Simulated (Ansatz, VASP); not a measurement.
**One calculation of Ti2RuC3, two programs**

```
CELL_PARAMETERS angstrom
-1.52746 1.52746 6.45112
1.52746 -1.52746 6.45112
1.52746 1.52746 -6.45112
ATOMIC_POSITIONS crystal
Ti 0.66750 0.66750 0.00000
Ti 0.33250 0.33250 0.00000
Ru 0.00000 0.00000 0.00000
C 0.83303 0.83303 0.00000
C 0.16697 0.16697 0.00000
C 0.50000 0.50000 0.00000
```

Alike in both runs: functional PBE; k mesh 7 × 7 × 7; occupations gaussian, width 0.2 eV; no spin polarisation.

Ansatz relaxed the structure, and its values are those at the end. VASP's run is a single point on that final structure, the one shown.

|  | VASP | Ansatz |
| --- | --- | --- |
| version | VASP 6.6.1 | Ansatz 0.2.0 |
| potentials or method | VASP PAW PBE potentials, release 64 (Ti_sv, Ru_pv, C), cutoff 520 eV | scalar-relativistic, plane waves, PAW |
| valence electrons in the cell | 50 | 52 |

Ansatz gave:

* gap on the k mesh at the Fermi level (eV): none
* pressure (GPa): -0.2
* rms of the force components (eV/Å): 0.007

**Question.** What did VASP give for the same quantities?

**Answer.** gap on the k mesh at the Fermi level (eV): none; pressure (GPa): 0.0; rms of the force components (eV/Å): 0.009.

A gap of «none» marks a metal or a gap that the smearing closes. VASP's potentials hold 50 valence electrons a cell and Ansatz's 52, so a difference there can come from the potentials and not from the codes.

The k mesh is coarse, so the values compare programs but aren't converged.
